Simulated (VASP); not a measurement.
Input of a VASP 6.6.1 run:

File INCAR:

```
ALGO     = Normal         # electronic algorithm
EDIFF    = 1E-7           # SCF threshold, eV
ENCUT    = 520            # plane-wave cutoff, eV
GGA      = PE             # functional
ISIF     = 2              # what is computed and relaxed
ISMEAR   = 0              # smearing method
LASPH    = True           # aspherical terms in the spheres
LCHARG   = False          # write CHGCAR
LREAL    = False          # projectors in reciprocal space
LWAVE    = False          # write WAVECAR
NBANDS   = 11             # bands
NELM     = 80             # most SCF steps
PREC     = Accurate       # precision mode
SIGMA    = 0.02           # smearing width, eV
```

The input KPOINTS:

```
k-points
0
Gamma
  12 12 12
```

POSCAR

```
C
1.0
    0.0000000000      1.7857368678      1.7857368678
    1.7857368678      0.0000000000      1.7857368678
    1.7857368678      1.7857368678      0.0000000000
C
2
Direct
    0.0000000000      0.0000000000      0.0000000000
    0.2500000000      0.2500000000      0.2500000000
```

Potentials or basis: VASP PAW PBE potentials, release 64 (C).

Run with:

```sh
$ cat potpaw_PBE.64/C/POTCAR > POTCAR
$ mpirun -np 1 vasp_std > vasp.out
```

**Question.** Predict the pressure.

**Answer.** 0.7 GPa.

**Question.** Estimate the band gap on the k mesh.

**Answer.** 4.14 eV, indirect (least direct gap 5.58 eV).

A k mesh can miss the band edges. PBE gaps usually lie below the measured ones, often by a third to a half.
